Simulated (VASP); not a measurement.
Pt, 3 atoms in the cell. Symmetry: R-3m, No. 166, trigonal system. Conventional cell: a = 2.759 Å, b = 2.759 Å, c = 7.170 Å, α = 90.00°, β = 90.00°, γ = 120.00°. Pt (site symmetry -3m) has 12 Pt at 2.76 to 2.87 Å within 3.6 Å. 

```yaml
Program: VASP 6.6.1
Task: relaxation of cell and atoms
Functional: PBE
Potentials_or_basis: VASP PAW PBE potentials, release 64 (Pt)
Cutoff: 600 eV
k_mesh: 18 × 18 × 7
Occupations: gaussian, width 0.1 eV
Spin: no spin polarisation
Dipole_correction: no
Further_INCAR_settings: ALGO = Fast; EDIFF = 1e-07; IBRION = 2; EDIFFG = -0.01; NSW = 65; ISIF = 3
```

Potentials or basis: VASP PAW PBE potentials, release 64 (Pt).

Run with:

```bash
$ cat potpaw_PBE.64/Pt/POTCAR > POTCAR
$ mpirun -np 1 vasp_std > vasp.out
```

Hardware: 1 thread of AMD EPYC 9R45 96-Core Processor (Zen 5), with other jobs on the host.

Task: Estimate the wall time of this run.

Result: Wall time 11 min on 1 thread of AMD EPYC 9R45 96-Core Processor (Zen 5), on a shared host, peak memory 0.32 GiB. Counts: scf iterations 67, k points 229, ion steps 7.
